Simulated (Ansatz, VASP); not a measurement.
One calculation of Be4Te, two programs

```
CELL_PARAMETERS angstrom
4.28684 0.00000 0.00000
-2.14342 3.71251 0.00000
0.00000 0.00000 5.00232
ATOMIC_POSITIONS crystal
Be 0.16666 0.83334 0.00000
Be 0.16666 0.33331 0.00000
Be 0.66669 0.83334 0.00000
Be 0.66667 0.33333 0.00000
Te 0.66667 0.33333 0.50000
```

Alike in both runs: functional PBE; k mesh 6 × 6 × 4; occupations gaussian, width 0.1 eV; no spin polarisation.

Ansatz relaxed the structure, and its values are those at the end. VASP's run is a single point on that final structure, the one shown.

|  | VASP | Ansatz |
| --- | --- | --- |
| version | VASP 6.6.1 | Ansatz 0.2.0 |
| potentials or method | VASP PAW PBE potentials, release 64 (Be, Te), cutoff 520 eV | scalar-relativistic, plane waves, PAW |
| valence electrons in the cell | 14 | 24 |

|  | VASP | Ansatz | Ansatz less VASP |
| --- | --- | --- | --- |
| gap on the k mesh at the Fermi level (eV) | none | none | - |
| pressure (GPa) | 0.2 | 0.1 | -0.06 |

A gap of «none» marks a metal or a gap that the smearing closes. VASP's potentials hold 14 valence electrons a cell and Ansatz's 24, so a difference there can come from the potentials and not from the codes.

Neither program's run includes spin-orbit coupling.
